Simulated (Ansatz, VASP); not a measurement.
**NaCl in VASP and in Ansatz**

Contents of INCAR:

```
PREC     = Accurate       # precision mode
ENCUT    = 520            # plane-wave cutoff, eV
EDIFF    = 1E-6           # SCF threshold, eV
ISMEAR   = 0              # smearing method
SIGMA    = 0.01           # smearing width, eV
LREAL    = False          # projectors in reciprocal space
LASPH    = True           # aspherical terms in the spheres
NELM     = 100            # most SCF steps
ALGO     = Normal         # electronic algorithm
ISIF     = 2              # what is computed and relaxed
LWAVE    = False          # write WAVECAR
LCHARG   = False          # write CHGCAR
GGA      = PE             # functional
NBANDS   = 14             # bands
```

The input KPOINTS:

```
Automatic mesh
0
Gamma
  6 6 6
```

POSCAR

```
NaCl
1.0
    3.4710560090      0.0000000000      0.0000000000
    0.0000000000      3.4710560090      0.0000000000
    0.0000000000      0.0000000000      3.4710560090
Na Cl
1 1
Direct
    0.0000000000      0.0000000000      0.0000000000
    0.5000000000      0.5000000000      0.5000000000
```

Input for Ansatz:

```yaml
crystal:
  lattice:
    - [3.471056009, 0.0, 0.0]
    - [0.0, 3.471056009, 0.0]
    - [0.0, 0.0, 3.471056009]
  atoms:
    - { symbol: Na, position: [0.0, 0.0, 0.0] }
    - { symbol: Cl, position: [0.5, 0.5, 0.5] }
kpoints:
  mp_grid: { grid: [6, 6, 6] }
hamiltonian:
  xc: pbe
scf:
  occupations: { method: fixed }
  n_extra_bands: 4
output:
  forces: true
  stress: true
  eigenvalues: true
```

Alike in both runs: task single point; functional PBE; k mesh 6 × 6 × 6; no spin polarisation.

|  | VASP | Ansatz |
| --- | --- | --- |
| version | VASP 6.6.1 | Ansatz 0.2.0 |
| potentials or method | VASP PAW PBE potentials, release 64 (Na_pv, Cl) | plane waves, PAW |
| plane-wave cutoff (eV) | 520 | 420 |
| occupations | gaussian, width 0.01 eV | fixed |
| valence electrons in the cell | 14 | 16 |

Ansatz gave:

- gap on the k mesh at the Fermi level (eV): 4.07
- pressure (GPa): 0.9

Question: Estimate VASP's values.

Answer: gap on the k mesh at the Fermi level (eV): 4.07; pressure (GPa): 0.8.

VASP's potentials hold 14 valence electrons a cell and Ansatz's 16, so a difference there can come from the potentials and not from the codes.
